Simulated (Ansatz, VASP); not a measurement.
**Ag: VASP beside Ansatz**

```
CELL_PARAMETERS angstrom
4.72789 0.00000 0.00000
-2.36395 4.09447 0.00000
0.00000 0.00000 2.82760
ATOMIC_POSITIONS crystal
Ag 0.00000 0.00000 0.00000
Ag 0.33333 0.66667 0.50000
Ag 0.66667 0.33333 0.50000
```

Alike in both runs: functional PBE; k mesh 8 × 8 × 11; occupations fermi-dirac, width 0.05 eV; no spin polarisation.

Ansatz relaxed the structure, and its values are those at the end. VASP's run is a single point on that final structure, the one shown.

|  | VASP | Ansatz |
| --- | --- | --- |
| version | VASP 6.6.1 | Ansatz 0.2.0 |
| potentials or method | VASP PAW PBE potentials, release 64 (Ag) | PAW with Ansatz's default frozen-core files, scalar-relativistic |
| plane-wave cutoff (eV) | 520 | 420 |
| valence electrons in the cell | 33 | 57 |

VASP gave:

| Property | Result |
| --- | --- |
| pressure (GPa) | -0.1 |

Q: Which values does Ansatz return?

A: Pressure (GPa): 0.0.

VASP's potentials hold 33 valence electrons a cell and Ansatz's 57, so a difference there can come from the potentials and not from the codes.
